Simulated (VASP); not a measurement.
# AgB2 (P6/mmm) in VASP: a series of runs

Runs on AgB2. Level: PBE. Tasks: single point.

All numbers are computed with VASP 6.6.1; they aren't measurements. Logs are shortened: lines on timing, memory, paths and dates and some standing lists are left out, and cuts for length are marked.

**1. The cell of the first run**

Symmetry: P6/mmm, No. 191, hexagonal system. Conventional cell: a = 3.000 Å, b = 3.000 Å, c = 3.240 Å, α = 90.00°, β = 90.00°, γ = 120.00°. Ag (site symmetry 6/mmm) has 12 B at 2.37 Å and 6 Ag at 3.00 Å within 3.1 Å. Within 2.4 Å of B (site symmetry -6m2) lie 3 B at 1.73 Å and 6 Ag at 2.37 Å.

**2. Single point, PBE, non-collinear spin, zero start, spin-orbit coupling**

INCAR

```
SYSTEM = AgB2
ALGO = Normal ; EDIFF = 1E-6
ENCUT = 520 ; GGA = PE
GGA_COMPAT = .False. ; ISIF = 2
ISMEAR = 1 ; LASPH = .True.
LCHARG = .True. ; LMAXMIX = 4
LNONCOLLINEAR = .True. ; LORBIT = 11
LORBMOM = .True. ; LREAL = .False.
LSORBIT = .True. ; LVHAR = .True.
LWAVE = .False. ; MAGMOM = 0 0 0 0 0 0 0 0 0
NBANDS = 30 ; NELM = 150
PREC = Accurate ; SIGMA = 0.05
```

KPOINTS

```
k-points
0
Gamma
  9 9 7
  0 0 0
```

POSCAR

```
AgB2
1.0
    3.0000000000      0.0000000000      0.0000000000
   -1.5000000000      2.5980762114      0.0000000000
    0.0000000000      0.0000000000      3.2400000000
Ag B
1 2
Direct
    0.0000000000      0.0000000000      0.0000000000
    0.6666666667      0.3333333333      0.5000000000
    0.3333333333      0.6666666667      0.5000000000
```

Potentials or basis: VASP PAW PBE potentials, release 64 (Ag, B).

Launch:

```
$ cat potpaw_PBE.64/Ag/POTCAR potpaw_PBE.64/B/POTCAR > POTCAR
$ mpirun -np 1 vasp_ncl > vasp.out
```

OUTCAR:

```text
SYSTEM = AgB2
   EDIFF = 1E-6
   ENCUT = 520
   GGA = PE
   ISIF = 2
   ISMEAR = 1
   LASPH = .True.
   LNONCOLLINEAR = .True.
   LORBIT = 11
   LREAL = .False.
   LSORBIT = .True.
   NELM = 150
   PREC = Accurate

 ion  position               nearest neighbor table
   1  0.000  0.000  0.000-   2 2.37   3 2.37   2 2.37   3 2.37   2 2.37   2 2.37   3 2.37   3 2.37
                             2 2.37   2 2.37   3 2.37   3 2.37
   2  0.667  0.333  0.500-   3 1.73   3 1.73   3 1.73   1 2.37   1 2.37   1 2.37   1 2.37   1 2.37
                             1 2.37
   3  0.333  0.667  0.500-   2 1.73   2 1.73   2 1.73   1 2.37   1 2.37   1 2.37   1 2.37   1 2.37
                             1 2.37

  LATTYP: Found a hexagonal cell.
 ALAT       =     3.0000000000
 C/A-ratio  =     1.0800000000

  Lattice vectors:

 A1 = (   3.0000000000,   0.0000000000,   0.0000000000)
 A2 = (  -1.5000000000,   2.5980762114,   0.0000000000)
 A3 = (   0.0000000000,   0.0000000000,   3.2400000000)

Analysis of symmetry for initial positions (statically):
=====================================================================
 Subroutine PRICEL returns:
 Original cell was already a primitive cell.

 Routine SETGRP: Setting up the symmetry group for a
 hexagonal supercell.

 Subroutine GETGRP returns: Found 24 space group operations
 (whereof 24 operations were pure point group operations)
 out of a pool of 24 trial point group operations.

The static configuration has the point symmetry D_6h.

Analysis of symmetry for dynamics (positions and initial velocities):
=====================================================================
 Subroutine PRICEL returns:
 Original cell was already a primitive cell.

 Routine SETGRP: Setting up the symmetry group for a
 hexagonal supercell.

 Subroutine GETGRP returns: Found 24 space group operations
 (whereof 24 operations were pure point group operations)
 out of a pool of 24 trial point group operations.

The dynamic configuration has the point symmetry D_6h.

Analysis of structural, dynamic, and magnetic symmetry:
=====================================================================
 Subroutine PRICEL returns:
 Original cell was already a primitive cell.

 Routine SETGRP: Setting up the symmetry group for a
 hexagonal supercell.

 Subroutine GETGRP returns: Found 24 space group operations
 (whereof 24 operations were pure point group operations)
 out of a pool of 24 trial point group operations.

The overall configuration has the point symmetry D_6h.

 Subroutine INISYM returns: Found 24 space group operations
 (whereof 24 operations are pure point group operations),
 and found     1 'primitive' translations

----------------------------------------------------------------------------------------

                                     Primitive cell

  volume of cell :      25.2533

  direct lattice vectors                    reciprocal lattice vectors
     3.000000000  0.000000000  0.000000000     0.333333333  0.192450090  0.000000000
    -1.500000000  2.598076211  0.000000000     0.000000000  0.384900179  0.000000000
     0.000000000  0.000000000  3.240000000     0.000000000  0.000000000  0.308641975

  length of vectors
     3.000000000  3.000000000  3.240000000     0.384900179  0.384900179  0.308641975

  position of ions in fractional coordinates (direct lattice)
     0.000000000  0.000000000  0.000000000
     0.666666667  0.333333333  0.500000000
     0.333333333  0.666666667  0.500000000

  ion indices of the primitive-cell ions
   primitive index   ion index
                 1           1
                 2           2
                 3           3

----------------------------------------------------------------------------------------

 KPOINTS: k-points

Automatic generation of k-mesh.
 Grid dimensions read from file:
 generate k-points for:    9    9    7

 Generating k-lattice:
[... 103 lines left out ...]

 number of electron      16.9999992 magnetization       0.0000000      0.0000000     -0.0000000

 number of electron      16.9999992 magnetization      -0.0000000     -0.0000000      0.0000000

 Free energy of the ion-electron system (eV)
  ---------------------------------------------------
  ext. energy  EPLUGINS =         0.00000000
  ---------------------------------------------------
  free energy    TOTEN  =       -13.28975995 eV

  energy without entropy =      -13.28924498  energy(sigma->0) =      -13.28958829

 E-fermi :  10.7250     XC(G=0): -13.3004

 val. band max:       10.7172581522   @ k =   0.3333   0.0000   0.1429
 cond. band min:      10.7341532906   @ k =   0.1111  -0.0000   0.0000
 fundamental gap:      0.0168951384
 Fermi energy:        10.7249839772

 k-point     1 :       0.0000    0.0000    0.0000
  band No.  band energies     occupation
      1      -3.6630      1.00000
      2      -3.6630      1.00000
      3       3.5435      1.00000
      4       3.5435      1.00000
      5       3.8800      1.00000
      6       3.8800      1.00000
[... 757 lines left out ...]
     28      22.9546      0.00000
     29      24.5251      0.00000

 [... further k-points ...]

 [bands above 29 left out]

------------------------ aborting loop because EDIFF is reached ----------------------------------------

  FORCE on cell =-STRESS in cart. coord.  units (eV):
  Direction    XX          YY          ZZ          XY          YZ          ZX
  --------------------------------------------------------------------------------------
  -------------------------------------------------------------------------------------
  Total        6.6926000      6.6926001     12.1010554      0.0000000     -0.0000000      0.0000000
  in kB      424.6071503    424.6071504    767.7426741      0.0000000     -0.0000000      0.0000000
  external PRESSURE =     538.9856583 kB  Pullay stress =       0.0000000 kB

 VOLUME and BASIS-vectors are now :
 -----------------------------------------------------------------------------
  energy-cutoff  :      520.00
  volume of cell :       25.25
      direct lattice vectors                 reciprocal lattice vectors
     3.000000000  0.000000000  0.000000000     0.333333333  0.192450090  0.000000000
    -1.500000000  2.598076211  0.000000000     0.000000000  0.384900179  0.000000000
     0.000000000  0.000000000  3.240000000     0.000000000  0.000000000  0.308641975

 POSITION                                       TOTAL-FORCE (eV/Angst)
 -----------------------------------------------------------------------------------
      0.00000      0.00000      0.00000         0.000000     -0.000000      0.000000
      1.50000      0.86603      1.62000        -0.000000      0.000000     -0.000000
     -0.00000      1.73205      1.62000         0.000000      0.000000      0.000000
 -----------------------------------------------------------------------------------
    total drift:                               -0.000000      0.000000     -0.000000

  FREE ENERGIE OF THE ION-ELECTRON SYSTEM (eV)
  ---------------------------------------------------
  free  energy   TOTEN  =       -13.2897599488 eV

  energy  without entropy=      -13.2892449816  energy(sigma->0) =      -13.28958829

 orbital moment (x)

 # of ion     p       d       tot
 ----------------------------------------
  1        -0.000  -0.000  -0.000
  2         0.000   0.000   0.000
  3        -0.000   0.000  -0.000
 ----------------------------------------
           -0.000  -0.000  -0.000

 orbital moment (y)

 # of ion     p       d       tot
 ----------------------------------------
  1         0.000   0.000   0.000
  2         0.000   0.000   0.000
  3         0.000   0.000   0.000
 ----------------------------------------
            0.000   0.000   0.000

 orbital moment (z)

 # of ion     p       d       tot
 ----------------------------------------
  1        -0.000   0.000   0.000
  2         0.000   0.000   0.000
  3         0.000   0.000   0.000
 ----------------------------------------
            0.000   0.000   0.000

 Spin-Orbit-Coupling matrix elements

 Ion:    1  E_soc:     -0.0642584
 l=   1
     0.0000000    -0.0029129    -0.0027155
    -0.0029129     0.0000000    -0.0029129
    -0.0027155    -0.0029129     0.0000000
 l=   2
     0.0000000    -0.0017334     0.0000000    -0.0017334    -0.0063679
    -0.0017334     0.0000000    -0.0041999    -0.0018866    -0.0017334
     0.0000000    -0.0041999     0.0000000    -0.0041999     0.0000000
    -0.0017334    -0.0018866    -0.0041999     0.0000000    -0.0017334
    -0.0063679    -0.0017334     0.0000000    -0.0017334     0.0000000
 l=   3
     0.0000000     0.0000000     0.0000000     0.0000000     0.0000000     0.0000000     0.0000000
     0.0000000     0.0000000     0.0000000     0.0000000     0.0000000     0.0000000     0.0000000
     0.0000000     0.0000000     0.0000000     0.0000000     0.0000000     0.0000000     0.0000000
     0.0000000     0.0000000     0.0000000     0.0000000     0.0000000     0.0000000     0.0000000
[... 29 lines left out ...]
 l=   2
     0.0000000     0.0000000     0.0000000     0.0000000     0.0000000
     0.0000000     0.0000000     0.0000000     0.0000000     0.0000000
     0.0000000     0.0000000     0.0000000     0.0000000     0.0000000
     0.0000000     0.0000000     0.0000000     0.0000000     0.0000000
     0.0000000     0.0000000     0.0000000     0.0000000     0.0000000
 l=   3
     0.0000000     0.0000000     0.0000000     0.0000000     0.0000000     0.0000000     0.0000000
     0.0000000     0.0000000     0.0000000     0.0000000     0.0000000     0.0000000     0.0000000
     0.0000000     0.0000000     0.0000000     0.0000000     0.0000000     0.0000000     0.0000000
     0.0000000     0.0000000     0.0000000     0.0000000     0.0000000     0.0000000     0.0000000
     0.0000000     0.0000000     0.0000000     0.0000000     0.0000000     0.0000000     0.0000000
     0.0000000     0.0000000     0.0000000     0.0000000     0.0000000     0.0000000     0.0000000
     0.0000000     0.0000000     0.0000000     0.0000000     0.0000000     0.0000000     0.0000000

 total charge

# of ion       s       p       d       tot
------------------------------------------
    1        0.434   0.564   9.223  10.222
    2        0.720   1.299   0.000   2.019
    3        0.720   1.299   0.000   2.019
--------------------------------------------------
tot          1.875   3.162   9.223  14.260

 magnetization (x)

# of ion       s       p       d       tot
------------------------------------------
    1        0.000   0.000   0.000   0.000
    2        0.000  -0.000   0.000  -0.000
    3        0.000  -0.000   0.000  -0.000
--------------------------------------------------
tot          0.000  -0.000   0.000  -0.000

 magnetization (y)

# of ion       s       p       d       tot
------------------------------------------
    1       -0.000   0.000   0.000  -0.000
    2        0.000   0.000   0.000   0.000
    3        0.000   0.000   0.000   0.000
--------------------------------------------------
tot         -0.000   0.000   0.000  -0.000

 magnetization (z)

# of ion       s       p       d       tot
------------------------------------------
    1        0.000   0.000  -0.000   0.000
    2        0.000   0.000   0.000   0.000
    3        0.000   0.000   0.000   0.000
--------------------------------------------------
tot          0.000   0.000  -0.000   0.000
```

It took 36 s on 1 thread of AMD EPYC 9R45 (Zen 5), shared host; peak memory 0.2 GiB.

What came out:

| Item | Value |
| --- | --- |
| Free energy | -13.2898 eV |
| Pressure | 53.9 GPa |
| Net moment | 0.00 μB per cell |
| Valence electrons inside the program's atomic spheres | Ag 10.22; B 2.02 |

Stress tensor (GPa, compression positive):
```
42.46  0.00  0.00
 0.00 42.46  0.00
 0.00  0.00 76.77
```

Moments on the atoms (μB; x, y, z):
```
Ag  0.00 0.00 0.00
B   0.00 0.00 0.00
B   0.00 0.00 0.00
```

Caveat: the cell stands under pressure.

[end of part 1 of 2]
